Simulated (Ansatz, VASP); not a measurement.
**C in VASP and in Ansatz**

The input INCAR:

```
ALGO = Normal ; EDIFF = 1E-7
ENCUT = 520 ; ISIF = 2
ISMEAR = 0 ; LASPH = T
LCHARG = T ; LELF = T
LREAL = F ; LVHAR = T
LWAVE = F ; NBANDS = 26
NELM = 60 ; PREC = Accurate
SIGMA = 0.05
```

File KPOINTS:

```
k-points
0
Gamma
  12 12 4
```

File POSCAR:

```
C
1.0
    2.5186290723      0.0000000000      0.0000000000
   -1.2593145361      2.1811967593      0.0000000000
    0.0000000000      0.0000000000      8.0228736867
C
8
Direct
    0.0000000000      0.0000000000      0.0943974049
    0.0000000000      0.0000000000      0.5943974049
    0.0000000000      0.0000000000      0.4056025951
    0.0000000000      0.0000000000      0.9056025951
    0.3333333333      0.6666666667      0.1544085368
    0.6666666667      0.3333333333      0.6544085368
    0.3333333333      0.6666666667      0.3455914632
    0.6666666667      0.3333333333      0.8455914632
```

Input for Ansatz:

```yaml
crystal:
  lattice:
    - [2.5186290723, 0.0, 0.0]
    - [-1.2593145361, 2.1811967593, 0.0]
    - [0.0, 0.0, 8.0228736867]
  atoms:
    - { symbol: C, position: [0.0, 0.0, 0.0943974049] }
    - { symbol: C, position: [0.0, 0.0, 0.5943974049] }
    - { symbol: C, position: [0.0, 0.0, 0.4056025951] }
    - { symbol: C, position: [0.0, 0.0, 0.9056025951] }
    - { symbol: C, position: [0.3333333333, 0.6666666667, 0.1544085368] }
    - { symbol: C, position: [0.6666666667, 0.3333333333, 0.6544085368] }
    - { symbol: C, position: [0.3333333333, 0.6666666667, 0.3455914632] }
    - { symbol: C, position: [0.6666666667, 0.3333333333, 0.8455914632] }
basis:
  ecutwfc: 520.0
kpoints:
  mp_grid: { grid: [12, 12, 4] }
hamiltonian:
  xc: lda
  pseudopotentials: { kind: paw, azcp: { folder: soft_1 } }
scf:
  occupations: { method: gaussian, width: 0.05 }
output:
  forces: true
  stress: true
  eigenvalues: true
```

Change from the starting cell: mode 21 frozen in at +0.012 Å, strain +e along z and -e/2 along x and y -0.0233.

Alike in both runs: task single point; functional LDA; k mesh 12 × 12 × 4; occupations gaussian, width 0.05 eV; no spin polarisation.

|  | VASP | Ansatz |
| --- | --- | --- |
| version | VASP 6.6.1 | Ansatz 0.2.0 |
| potentials or method | VASP PAW LDA potentials, release 64 (C), cutoff 520 eV | scalar-relativistic, plane waves, PAW |
| valence electrons in the cell | 32 | 32 |

Ansatz gave:

| Item | Value |
| --- | --- |
| gap on the k mesh at the Fermi level (eV) | 4.02 |
| least direct gap on the mesh (eV) | 4.98 |
| pressure (GPa) | 0.7 |
| traceless stress, the component that is largest in VASP (GPa) | 28.88 |
| rms of the force components (eV/Å) | 0.387 |

Which values does VASP return?

gap on the k mesh at the Fermi level (eV): 4.01; least direct gap on the mesh (eV): 4.97; pressure (GPa): 2.4; traceless stress, the component that is largest in VASP (GPa): 28.92; rms of the force components (eV/Å): 0.384.

Ansatz warns that its potentials were made for another functional, while VASP's fit it. LDA's correlation is that of Perdew and Zunger in VASP and of Perdew and Wang (1992) in Ansatz. Atom by atom the forces differ by 0.003 eV/Å (rms over components).
